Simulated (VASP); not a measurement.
# Zn (P6_3/mmc) in VASP: single point with r2SCAN

Aim: the single point of Zn with r2SCAN.

Everything below comes from runs of VASP 6.6.1. Logs are shortened: lines on timing, memory, paths and dates and some standing lists are left out, and cuts for length are marked.

### Step 1. The cell of the first run

The structure is hexagonal, space group P6_3/mmc (No. 194). Conventional cell: a = 2.589 Å, b = 2.589 Å, c = 4.914 Å, α = 90.00°, β = 90.00°, γ = 120.00°. Zn (site symmetry -6m2) has 12 Zn at 2.59 to 2.88 Å within 3.4 Å.

### Step 2. Single point, r2SCAN

Contents of POSCAR:

```
Zn
1.0
    2.5894641455      0.0000000000      0.0000000000
   -1.2947320727      2.2425417322      0.0000000000
    0.0000000000      0.0000000000      4.9140459337
Zn
2
Direct
    0.3333333333      0.6666666667      0.2500000000
    0.6666666667      0.3333333333      0.7500000000
```

Contents of INCAR.step1:

```
SYSTEM = Zn
  ALGO = Normal
  EDIFF = 1E-4
  ENCUT = 520
  GGA = PE
  ISMEAR = 0
  LASPH = .TRUE.
  LCHARG = .FALSE.
  LREAL = .FALSE.
  LWAVE = .TRUE.
  NBANDS = 19
  NELM = 60
  PREC = Accurate
  SIGMA = 0.1
```

Contents of INCAR.step2:

```
SYSTEM = Zn
  ALGO = Normal
  EDIFF = 1E-7
  ENCUT = 520
  ISIF = 2
  ISMEAR = 0
  ISTART = 1
  LASPH = .TRUE.
  LCHARG = .FALSE.
  LMIXTAU = .TRUE.
  LREAL = .FALSE.
  LWAVE = .FALSE.
  METAGGA = R2SCAN
  NBANDS = 19
  NELM = 60
  PREC = Accurate
  SIGMA = 0.1
```

Contents of KPOINTS:

```
k-points
0
G
  18 18 10
  0 0 0
```

Potentials or basis: VASP PAW PBE potentials, release 64 (Zn).

Started as:

```sh
$ cat potpaw_PBE.64/Zn/POTCAR > POTCAR
$ cp INCAR.step1 INCAR
$ mpirun -np 1 vasp_std > vasp.out
$ cp INCAR.step2 INCAR
$ mpirun -np 1 vasp_std > vasp.out
```

OUTCAR:

```text
SYSTEM = Zn
   EDIFF = 1E-7
   ENCUT = 520
   ISIF = 2
   ISMEAR = 0
   ISTART = 1
   LASPH = .TRUE.
   LREAL = .FALSE.
   METAGGA = R2SCAN
   NELM = 60
   PREC = Accurate

 ion  position               nearest neighbor table
   1  0.333  0.667  0.250-   2 2.88   2 2.88   2 2.88   2 2.88   2 2.88   2 2.88
   2  0.667  0.333  0.750-   1 2.88   1 2.88   1 2.88   1 2.88   1 2.88   1 2.88

  LATTYP: Found a hexagonal cell.
 ALAT       =     2.5894641455
 C/A-ratio  =     1.8977076559

  Lattice vectors:

 A1 = (   2.5894641455,   0.0000000000,   0.0000000000)
 A2 = (  -1.2947320727,   2.2425417322,   0.0000000000)
 A3 = (   0.0000000000,   0.0000000000,   4.9140459337)

Analysis of symmetry for initial positions (statically):
=====================================================================
 Subroutine PRICEL returns:
 Original cell was already a primitive cell.

 Routine SETGRP: Setting up the symmetry group for a
 hexagonal supercell.

 Subroutine GETGRP returns: Found 24 space group operations
 (whereof 12 operations were pure point group operations)
 out of a pool of 24 trial point group operations.

The static configuration has the point symmetry D_3d.
 The point group associated with its full space group is D_6h.

Analysis of symmetry for dynamics (positions and initial velocities):
=====================================================================
 Subroutine PRICEL returns:
 Original cell was already a primitive cell.

 Routine SETGRP: Setting up the symmetry group for a
 hexagonal supercell.

 Subroutine GETGRP returns: Found 24 space group operations
 (whereof 12 operations were pure point group operations)
 out of a pool of 24 trial point group operations.

The dynamic configuration has the point symmetry D_3d.
 The point group associated with its full space group is D_6h.

 Subroutine INISYM returns: Found 24 space group operations
 (whereof 12 operations are pure point group operations),
 and found     1 'primitive' translations

----------------------------------------------------------------------------------------

                                     Primitive cell

  volume of cell :      28.5358

  direct lattice vectors                    reciprocal lattice vectors
     2.589464146  0.000000000  0.000000000     0.386180284  0.222961291  0.000000000
    -1.294732073  2.242541732  0.000000000     0.000000000  0.445922582  0.000000000
[... 78 lines left out ...]
   ICHARG =      0    charge: 1-file 2-atom 10-const
   ISPIN  =      1    spin polarized calculation?
   LNONCOLLINEAR =      F non collinear calculations
   LSORBIT =      F    spin-orbit coupling
   LASPH  =      T    aspherical Exc in radial PAW
   ENCUT  =  520.0 eV  38.22 Ry    6.18 a.u.   4.81  4.81  9.14*2*pi/ulx,y,z
   NELM   =     60;   NELMIN=  2; NELMDL=  0     # of ELM steps
   EDIFF  = 0.1E-06   stopping-criterion for ELM
   LREAL  =      F    real-space projection
   EDIFFG = 0.1E-05   stopping-criterion for IOM
   NSW    =      0    number of steps for IOM
   IBRION =     -1    ionic relax: 0-MD 1-quasi-New 2-CG
   NFREE  =      0    steps in history (QN), initial steepest desc. (CG)
   ISIF   =      2    stress and relaxation
   ISYM   =      2    0-nonsym 1-usesym 2-fastsym
   POTIM  = 0.5000    time-step for ionic-motion
   TEBEG  =    0.0;   TEEND  =   0.0 temperature during run
   PSTRESS=    0.0 pullay stress
   NELECT =      24.0000    total number of electrons
   NUPDOWN=      -1.0000    fix difference up-down
   EMIN   =  10.00;   EMAX   =-10.00  energy-range for DOS
   EFERMI =   0.00;   METHOD = LEGACY
   ISMEAR =     0;   SIGMA  =   0.10  broadening in eV -4-tet -1-fermi 0-gaus
   EFERMI_NEDOS =   21; number of points for ismear=-14 and -15
   IALGO  =     38    algorithm
   IMIX   =      4    mixing-type and parameters
     AMIX     =   0.40;   BMIX     =  1.00
     AMIX_MAG =   1.60;   BMIX_MAG =  1.00
  volume/ion in A,a.u.               =      14.27        96.28
  Fermi-wavevector in a.u.,A,eV,Ry     =   1.545309  2.920211 32.490443  2.387980
  Thomas-Fermi vector in A             =   2.650706
   LORBIT       =      0    0 simple, 1 ext, 2 COOP (PROOUT), +10 PAW based schemes
   METAGGA = R2SCAN    functional components
   LHFCALC =     F    Hartree Fock is set to
   AEXX    =    0.0000 exact exchange contribution
   IVDW    =     0    specifies the selected vdW correction
   LEPSILON=     F    determine dielectric tensor
   LRPA    =     F    only Hartree local field effects (RPA)
 non-spin polarized calculation
 Gauss-broadening in eV      SIGMA  =   0.10
  energy-cutoff  :      520.00
  volume of cell :       28.54
 maximum number of plane-waves:       787
 NGX is ok and might be reduce to    20
   NGX =  9   NGY =  9   NGZ = 19

 number of electron      24.0000004 magnetization

 Free energy of the ion-electron system (eV)
  ---------------------------------------------------
  ext. energy  EPLUGINS =         0.00000000
  ---------------------------------------------------
  free energy    TOTEN  =       -17.80346905 eV

  energy without entropy =      -17.80254279  energy(sigma->0) =      -17.80300592

 E-fermi :   3.4331     XC(G=0): -13.0108

 val. band max:        3.4015486262   @ k =   0.3333   0.2778   0.5000
 cond. band min:       3.5356814862   @ k =   0.1667  -0.0000   0.2000
 fundamental gap:      0.1341328600
 Fermi energy:         3.4331492474

 k-point     1 :       0.0000    0.0000    0.0000
  band No.  band energies     occupation
      1      -7.9610      2.00000
      2      -5.8937      2.00000
      3      -5.0319      2.00000
      4      -4.7327      2.00000
      5      -4.7325      2.00000
      6      -4.6803      2.00000
[... 505 lines left out ...]
      6      -4.5741      2.00000
[... 11 lines left out ...]
     18      17.8750      0.00000
     19      19.1245      0.00000

 [... further k-points ...]
[... 5 lines left out ...]
  --------------------------------------------------------------------------------------
  -------------------------------------------------------------------------------------
  Total        0.3560165      0.3560165      0.2864109      0.0000000     -0.0000000      0.0000000
  in kB       19.9889997     19.9889997     16.0809045      0.0000000     -0.0000000      0.0000000
  external PRESSURE =      18.6863013 kB  Pullay stress =       0.0000000 kB

 VOLUME and BASIS-vectors are now :
 -----------------------------------------------------------------------------
  energy-cutoff  :      520.00
  volume of cell :       28.54
      direct lattice vectors                 reciprocal lattice vectors
     2.589464146  0.000000000  0.000000000     0.386180284  0.222961291  0.000000000
    -1.294732073  2.242541732  0.000000000     0.000000000  0.445922582  0.000000000
     0.000000000  0.000000000  4.914045934     0.000000000  0.000000000  0.203498301

 POSITION                                       TOTAL-FORCE (eV/Angst)
 -----------------------------------------------------------------------------------
     -0.00000      1.49503      1.22851        -0.000000      0.000000      0.000000
      1.29473      0.74751      3.68553         0.000000     -0.000000      0.000000
 -----------------------------------------------------------------------------------
    total drift:                               -0.000000      0.000000     -0.000000

  FREE ENERGIE OF THE ION-ELECTRON SYSTEM (eV)
  ---------------------------------------------------
  free  energy   TOTEN  =       -17.8034690486 eV

  energy  without entropy=      -17.8025427915  energy(sigma->0) =      -17.80300592
```

OSZICAR.step1:

```text
N       E                     dE             d eps       ncg     rms          rms(c)
DAV:   1     0.110893854030E+03    0.11089E+03   -0.12368E+04  8884   0.204E+03
DAV:   2     0.252620836507E+01   -0.10837E+03   -0.10487E+03  8494   0.295E+02
DAV:   3    -0.240347344396E+01   -0.49297E+01   -0.49108E+01  9430   0.689E+01
DAV:   4    -0.243151371342E+01   -0.28040E-01   -0.28032E-01  9239   0.534E+00
DAV:   5    -0.243154784109E+01   -0.34128E-04   -0.34127E-04  9056   0.170E-01    0.463E+00
DAV:   6    -0.220266012617E+01    0.22889E+00   -0.85388E-01  9373   0.201E+01    0.334E+00
DAV:   7    -0.219100630029E+01    0.11654E-01   -0.29803E-02 10744   0.297E+00    0.170E+00
DAV:   8    -0.218559648096E+01    0.54098E-02   -0.18114E-03 11679   0.689E-01    0.486E-02
DAV:   9    -0.218559737493E+01   -0.89397E-06   -0.23449E-04  7665   0.207E-01
   1 F= -.21855974E+01 E0= -.21850437E+01  d E =-.110740E-02
```

Wall time 6.4 min (1 thread of Intel Xeon Platinum 8259CL at 2.50GHz (Skylake/Cascade Lake), shared host); peak memory 0.22 GiB.

What came out:

* Free energy: -17.8035 eV
* Pressure: 1.9 GPa
* Band gap on the k mesh: zero (band 12 reaches 5.22 eV, above the bottom of band 13 at 0.10 eV)

Stress tensor (GPa, compression positive):
```
2.00 0.00 0.00
0.00 2.00 0.00
0.00 0.00 1.61
```

Levels at points of the mesh, in eV from the Fermi level:
| k point | band 8 | band 9 | band 10 | band 11 | band 12 | band 13 | band 14 | band 15 | band 16 | band 17 |
| --- | --- | --- | --- | --- | --- | --- | --- | --- | --- | --- |
| (0.00, 0.00, 0.00) | -7.70 | -7.70 | -7.49 | -7.49 | -4.22 | -3.33 | 14.19 | 17.98 | 19.84 | 19.84 |
| (0.50, 0.00, 0.00) | -7.52 | -7.26 | -7.24 | -3.12 | -2.16 | 2.86 | 3.86 | 4.73 | 6.09 | 11.55 |
| (0.00, 0.00, 0.50) | -8.16 | -7.58 | -7.58 | -7.58 | -7.58 | 4.61 | 4.61 | 21.27 | 21.27 | 21.27 |
| (0.50, 0.00, 0.50) | -7.54 | -7.25 | -7.25 | -2.16 | -2.16 | 0.50 | 0.50 | 10.92 | 10.92 | 13.48 |

Caveat: the PAW data sets were made with another functional, which shifts forces and pressure a little.
